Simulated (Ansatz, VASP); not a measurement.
SiC: VASP beside Ansatz

```xyz
2
Lattice="0.0000 2.1740 2.1740 2.1740 0.0000 2.1740 2.1740 2.1740 0.0000" Properties=species:S:1:pos:R:3 pbc="T T T"
Si    0.0000    0.0000    0.0000
C     3.2610    3.2610    3.3735
```

Change from the starting cell: all C atoms moved +0.113 Å, as atom 2 along Cartesian [0 0 1].

Alike in both runs: task single point; functional PBE; k mesh 12 × 12 × 12; occupations gaussian, width 0.05 eV; no spin polarisation.

|  | VASP | Ansatz |
| --- | --- | --- |
| version | VASP 6.6.1 | Ansatz 0.2.0 |
| potentials or method | VASP PAW PBE potentials, release 64 (Si, C), cutoff 520 eV | scalar-relativistic, plane waves, PAW |
| valence electrons in the cell | 8 | 8 |

Ansatz gave:

| Item | Value |
| --- | --- |
| gap on the k mesh at the Fermi level (eV) | 0.83 |
| least direct gap on the mesh (eV) | 4.28 |
| pressure (GPa) | 6.4 |
| traceless stress, the component that is largest in VASP (GPa) | 7.75 |
| rms of the force components (eV/Å) | 1.247 |

Question: What did VASP give for the same quantities?

Answer: gap on the k mesh at the Fermi level (eV): 0.83; least direct gap on the mesh (eV): 4.28; pressure (GPa): 6.3; traceless stress, the component that is largest in VASP (GPa): 7.74; rms of the force components (eV/Å): 1.246.

Atom by atom the forces differ by 0.000 eV/Å (rms over components).
